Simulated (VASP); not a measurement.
# ZrS2 (P-3m1) in VASP: single point with PBE0

Aim: the single point of ZrS2 with PBE0.

Program: VASP 6.6.1. These are calculated values, not measurements. Logs are shortened: lines on timing, memory, paths and dates and some standing lists are left out, and cuts for length are marked.

## (1) The cell of the first run

It takes space group P-3m1 (No. 164, trigonal). The conventional cell has a = 3.674 Å, b = 3.674 Å, c = 5.857 Å, α = 90.00°, β = 90.00°, γ = 120.00°. Zr (site symmetry -3m) has 6 S at 2.57 Å within 3.4 Å. S (site symmetry 3m) has 3 Zr at 2.57 Å within 3.4 Å.

## (2) Single point, PBE0

File POSCAR:

```
ZrS2
1.0
    3.6743619266      0.0000000000      0.0000000000
   -1.8371809633      3.1820907711      0.0000000000
    0.0000000000      0.0000000000      5.8571358034
Zr S
1 2
Direct
    0.0000000000      0.0000000000      0.0000000000
    0.6666666667      0.3333333333      0.7537648221
    0.3333333333      0.6666666667      0.2462351779
```

File INCAR.step1:

```
PREC     = Accurate       # precision mode
ENCUT    = 400            # plane-wave cutoff, eV
EDIFF    = 1E-5           # SCF threshold, eV
ISMEAR   = 0              # smearing method
SIGMA    = 0.01           # smearing width, eV
LREAL    = False          # projectors in reciprocal space
LASPH    = True           # aspherical terms in the spheres
NELM     = 120            # most SCF steps
ALGO     = Normal         # electronic algorithm
ISIF     = 2              # what is computed and relaxed
LWAVE    = True           # write WAVECAR
LCHARG   = False          # write CHGCAR
NBANDS   = 19             # bands
GGA      = PE             # functional
GGA_COMPAT= False
```

File INCAR.step2:

```
PREC     = Accurate       # precision mode
ENCUT    = 400            # plane-wave cutoff, eV
EDIFF    = 1E-6           # SCF threshold, eV
ISMEAR   = 0              # smearing method
SIGMA    = 0.01           # smearing width, eV
LREAL    = False          # projectors in reciprocal space
LASPH    = True           # aspherical terms in the spheres
NELM     = 120            # most SCF steps
ALGO     = Normal         # electronic algorithm
ISIF     = 2              # what is computed and relaxed
LWAVE    = False          # write WAVECAR
LCHARG   = False          # write CHGCAR
GGA      = PE             # functional
LHFCALC  = True           # exact exchange
AEXX     = 0.25           # exact-exchange fraction
PRECFOCK = Normal       
NBANDS   = 19             # bands
ISTART   = 1            
GGA_COMPAT= False
```

File KPOINTS:

```
Automatic mesh
0
Gamma
  6 6 4
```

Potentials or basis: VASP PAW PBE potentials, release 64 (Zr_sv, S).

Run with:

```console
> cat potpaw_PBE.64/Zr_sv/POTCAR potpaw_PBE.64/S/POTCAR > POTCAR
> cp INCAR.step1 INCAR
> mpirun -np 1 vasp_std > vasp.out
> cp INCAR.step2 INCAR
> mpirun -np 1 vasp_std > vasp.out
```

OUTCAR:

```text
PREC = Accurate
   ENCUT = 400
   EDIFF = 1E-6
   ISMEAR = 0
   LREAL = False
   LASPH = True
   NELM = 120
   ISIF = 2
   GGA = PE
   LHFCALC = True
   AEXX = 0.25
   PRECFOCK = Normal
   ISTART = 1

 ion  position               nearest neighbor table
   1  0.000  0.000  0.000-   2 2.57   3 2.57   3 2.57   2 2.57   2 2.57   3 2.57
   2  0.667  0.333  0.754-   1 2.57   1 2.57   1 2.57
   3  0.333  0.667  0.246-   1 2.57   1 2.57   1 2.57

  LATTYP: Found a hexagonal cell.
 ALAT       =     3.6743619266
 C/A-ratio  =     1.5940552184

  Lattice vectors:

 A1 = (   3.6743619266,   0.0000000000,   0.0000000000)
 A2 = (  -1.8371809633,   3.1820907711,   0.0000000000)
 A3 = (   0.0000000000,   0.0000000000,   5.8571358034)

Analysis of symmetry for initial positions (statically):
=====================================================================
 Subroutine PRICEL returns:
 Original cell was already a primitive cell.

 Routine SETGRP: Setting up the symmetry group for a
 hexagonal supercell.

 Subroutine GETGRP returns: Found 12 space group operations
 (whereof 12 operations were pure point group operations)
 out of a pool of 24 trial point group operations.

The static configuration has the point symmetry D_3d.

Analysis of symmetry for dynamics (positions and initial velocities):
=====================================================================
 Subroutine PRICEL returns:
 Original cell was already a primitive cell.

 Routine SETGRP: Setting up the symmetry group for a
 hexagonal supercell.

 Subroutine GETGRP returns: Found 12 space group operations
 (whereof 12 operations were pure point group operations)
 out of a pool of 24 trial point group operations.

The dynamic configuration has the point symmetry D_3d.

 Subroutine INISYM returns: Found 12 space group operations
 (whereof 12 operations are pure point group operations),
 and found     1 'primitive' translations

----------------------------------------------------------------------------------------

                                     Primitive cell

  volume of cell :      68.4825

  direct lattice vectors                    reciprocal lattice vectors
     3.674361927  0.000000000  0.000000000     0.272156097  0.157129396  0.000000000
    -1.837180963  3.182090771  0.000000000     0.000000000  0.314258791  0.000000000
     0.000000000  0.000000000  5.857135803     0.000000000  0.000000000  0.170731913

  length of vectors
     3.674361927  3.674361927  5.857135803     0.314258791  0.314258791  0.170731913

  position of ions in fractional coordinates (direct lattice)
     0.000000000  0.000000000  0.000000000
     0.666666667  0.333333333  0.753764822
     0.333333333  0.666666667  0.246235178

  ion indices of the primitive-cell ions
   primitive index   ion index
                 1           1
                 2           2
                 3           3

----------------------------------------------------------------------------------------

 KPOINTS: Automatic mesh

Automatic generation of k-mesh.
 Grid dimensions read from file:
 generate k-points for:    6    6    4

 Generating k-lattice:

  Cartesian coordinates                     Fractional coordinates (reciprocal lattice)
     0.045359349  0.026188233  0.000000000     0.166666667  0.000000000  0.000000000
     0.000000000  0.052376465  0.000000000     0.000000000  0.166666667  0.000000000
     0.000000000  0.000000000  0.042682978     0.000000000  0.000000000  0.250000000

  Length of vectors
     0.052376465  0.052376465  0.042682978

  Shift w.r.t. Gamma in fractional coordinates (k-lattice)
     0.000000000  0.000000000  0.000000000

 Subroutine IBZKPT returns following result:
 ===========================================

 Found     24 irreducible k-points:

 Following reciprocal coordinates:
            Coordinates               Weight
  0.000000  0.000000  0.000000      1.000000
  0.166667  0.000000  0.000000      6.000000
  0.333333  0.000000  0.000000      6.000000
  0.500000  0.000000  0.000000      3.000000
  0.166667  0.166667  0.000000      6.000000
  0.333333  0.166667  0.000000     12.000000
[... 16 lines left out ...]
  0.333333  0.166667  0.500000     12.000000
  0.333333  0.333333  0.500000      2.000000
   k-points           NKPTS =     24   k-points in BZ     NKDIM =    144   number of bands    NBANDS=     19
   number of dos      NEDOS =    301   number of ions     NIONS =      3
   total plane-waves  NPLWV =  23040
   dimension x,y,z NGX =    24 NGY =   24 NGZ =   40
   dimension x,y,z NGXF=    48 NGYF=   48 NGZF=   80
   ions per type =               1   2
   NGX,Y,Z   is equivalent  to a cutoff of  10.86, 10.86, 11.35 a.u.
   NGXF,Y,Z  is equivalent  to a cutoff of  21.72, 21.72, 22.71 a.u.
 SYSTEM =  unknown system
   PREC   = accura    normal or accurate (medium, high low for compatibility)
   ISTART =      1    job   : 0-new  1-cont  2-samecut
   ICHARG =      0    charge: 1-file 2-atom 10-const
   ISPIN  =      1    spin polarized calculation?
   LNONCOLLINEAR =      F non collinear calculations
   LSORBIT =      F    spin-orbit coupling
   LASPH  =      T    aspherical Exc in radial PAW
   ENCUT  =  400.0 eV  29.40 Ry    5.42 a.u.   5.99  5.99  9.55*2*pi/ulx,y,z
   NELM   =    120;   NELMIN=  2; NELMDL=  0     # of ELM steps
   EDIFF  = 0.1E-05   stopping-criterion for ELM
   LREAL  =      F    real-space projection
   EDIFFG = 0.1E-04   stopping-criterion for IOM
   NSW    =      0    number of steps for IOM
   IBRION =     -1    ionic relax: 0-MD 1-quasi-New 2-CG
   NFREE  =      0    steps in history (QN), initial steepest desc. (CG)
   ISIF   =      2    stress and relaxation
   ISYM   =      3    0-nonsym 1-usesym 2-fastsym
   POTIM  = 0.5000    time-step for ionic-motion
   TEBEG  =    0.0;   TEEND  =   0.0 temperature during run
   PSTRESS=    0.0 pullay stress
   NELECT =      24.0000    total number of electrons
   NUPDOWN=      -1.0000    fix difference up-down
   EMIN   =  10.00;   EMAX   =-10.00  energy-range for DOS
   EFERMI =   0.00;   METHOD = LEGACY
   ISMEAR =     0;   SIGMA  =   0.01  broadening in eV -4-tet -1-fermi 0-gaus
   EFERMI_NEDOS =   21; number of points for ismear=-14 and -15
   IALGO  =     38    algorithm
   IMIX   =      1    mixing-type and parameters
     AMIX     =   0.40;   BMIX     =  1.00
     AMIX_MAG =   1.60;   BMIX_MAG =  1.00
  volume/ion in A,a.u.               =      22.83       154.05
  Fermi-wavevector in a.u.,A,eV,Ry     =   1.154211  2.181143 18.125731  1.332204
  Thomas-Fermi vector in A             =   2.290849
   LORBIT       =      0    0 simple, 1 ext, 2 COOP (PROOUT), +10 PAW based schemes
   GGA     = PE    functional components
   LHFCALC =     T    Hartree Fock is set to
   PRECFOCK=normal    Normal, Fast or Accurate (Low or Medium for compatibility)
   ENCUT4O =  -1.0   cutoff for four orbital integrals eV
   NKREDX  =     1    reduce k-point grid by
   NKREDY  =     1    reduce k-point grid by
   NKREDZ  =     1    reduce k-point grid by
   AEXX    =    0.2500 exact exchange contribution
   HFSCREEN=    0.0000 screening length (either q_TF or 0.3 A-1)
   HFSCREENC=   0.0000 screening length for correlation (either q_TF or 0.3 A-1)
   ENCUTFOCK=  -1.0 apply spherical cutoff to Coloumb kernel
   IVDW    =     0    specifies the selected vdW correction
   LEPSILON=     F    determine dielectric tensor
   LRPA    =     F    only Hartree local field effects (RPA)
 non-spin polarized calculation
 Gauss-broadening in eV      SIGMA  =   0.01
  energy-cutoff  :      400.00
  volume of cell :       68.48
 maximum number of plane-waves:      1254
  NGX = 18; NGY = 18; NGZ = 30

 number of electron      24.0000004 magnetization

 Free energy of the ion-electron system (eV)
  ---------------------------------------------------
  ext. energy  EPLUGINS =         0.00000000
  ---------------------------------------------------
  free energy    TOTEN  =       -27.51181661 eV

  energy without entropy =      -27.51181661  energy(sigma->0) =      -27.51181661

 E-fermi :   3.8839     XC(G=0):  -7.5596

 val. band max:        3.7851465009   @ k =   0.0000   0.0000   0.0000
 cond. band min:       6.1603182227   @ k =   0.5000   0.0000   0.5000
 fundamental gap:      2.3751717218
 Fermi energy:         3.8838649352

 k-point     1 :       0.0000    0.0000    0.0000
  band No.  band energies     occupation
      1     -48.7935      2.00000
      2     -25.4565      2.00000
      3     -25.2752      2.00000
      4     -25.2752      2.00000
      5     -10.4263      2.00000
      6      -8.7418      2.00000
[... 11 lines left out ...]
     18      11.1117      0.00000
     19      11.2932      0.00000

 k-point     2 :       0.1667    0.0000    0.0000
  band No.  band energies     occupation
      1     -48.7882      2.00000
      2     -25.4403      2.00000
      3     -25.3537      2.00000
      4     -25.2923      2.00000
      5     -10.1193      2.00000
      6      -8.8237      2.00000
[... 11 lines left out ...]
     18      12.3708      0.00000
     19      12.9379      0.00000

 k-point     3 :       0.3333    0.0000    0.0000
  band No.  band energies     occupation
      1     -48.7774      2.00000
      2     -25.5077      2.00000
      3     -25.4067      2.00000
      4     -25.3260      2.00000
      5      -9.4803      2.00000
      6      -8.9373      2.00000
[... 11 lines left out ...]
     18      13.0141      0.00000
     19      13.8119      0.00000

 k-point     4 :       0.5000    0.0000    0.0000
  band No.  band energies     occupation
      1     -48.7720      2.00000
      2     -25.5825      2.00000
      3     -25.3902      2.00000
      4     -25.3426      2.00000
      5      -9.2840      2.00000
      6      -8.8126      2.00000
[... 407 lines left out ...]
     18      14.0252      0.00000
     19      14.0496      0.00000

 k-point    23 :       0.3333    0.1667    0.5000
  band No.  band energies     occupation
      1     -48.7721      2.00000
      2     -25.5423      2.00000
      3     -25.3925      2.00000
      4     -25.3823      2.00000
      5      -9.2389      2.00000
      6      -8.8522      2.00000
[... 11 lines left out ...]
     18      12.5960      0.00000
     19      13.5659      0.00000

 k-point    24 :       0.3333    0.3333    0.5000
  band No.  band energies     occupation
      1     -48.7694      2.00000
      2     -25.4865      2.00000
      3     -25.4865      2.00000
      4     -25.3833      2.00000
      5      -8.9693      2.00000
      6      -8.9693      2.00000
[... 11 lines left out ...]
     18      13.6826      0.00000
     19      14.2320      0.00000

------------------------ aborting loop because EDIFF is reached ----------------------------------------

  FORCE on cell =-STRESS in cart. coord.  units (eV):
  Direction    XX          YY          ZZ          XY          YZ          ZX
  --------------------------------------------------------------------------------------
  -------------------------------------------------------------------------------------
  Total       -0.1343713     -0.1343713      0.1602050     -0.0000000      0.0000000     -0.0000000
  in kB       -3.1436715     -3.1436715      3.7480622     -0.0000000      0.0000000     -0.0000000
  external PRESSURE =      -0.8464270 kB  Pullay stress =       0.0000000 kB

 VOLUME and BASIS-vectors are now :
 -----------------------------------------------------------------------------
  energy-cutoff  :      400.00
  volume of cell :       68.48
      direct lattice vectors                 reciprocal lattice vectors
     3.674361927  0.000000000  0.000000000     0.272156097  0.157129396  0.000000000
    -1.837180963  3.182090771  0.000000000     0.000000000  0.314258791  0.000000000
     0.000000000  0.000000000  5.857135803     0.000000000  0.000000000  0.170731913

 POSITION                                       TOTAL-FORCE (eV/Angst)
 -----------------------------------------------------------------------------------
      0.00000      0.00000      0.00000         0.000000      0.000000     -0.000000
      1.83718      1.06070      4.41490        -0.000000     -0.000000      0.181475
     -0.00000      2.12139      1.44223         0.000000      0.000000     -0.181475
 -----------------------------------------------------------------------------------
    total drift:                               -0.000000      0.000000      0.000000

  FREE ENERGIE OF THE ION-ELECTRON SYSTEM (eV)
  ---------------------------------------------------
  free  energy   TOTEN  =       -27.5118166106 eV

  energy  without entropy=      -27.5118166106  energy(sigma->0) =      -27.51181661
```

Run time: 28 min. Hardware: 1 thread of AMD EPYC 9R45 (Zen 5), shared host; peak memory 0.15 GiB.

What came out:

```yaml
Free_energy: -27.5118 eV
Pressure: -0.1 GPa
Largest_force: 0.181 eV/Å
Band_gap_on_the_k_mesh: 2.38 eV (least direct gap 3.09 eV)
```

Forces in eV/Å, atoms in the order of the input:
```
Zr   0.000  0.000  0.000
S    0.000  0.000  0.181
S    0.000  0.000 -0.181
```

Caveat: the PAW data sets were made with another functional, which shifts forces and pressure a little; this functional lacks dispersion, which binds layers or chains, so the pressure and a relaxed spacing across them are unreliable. A k mesh can miss the band edges.
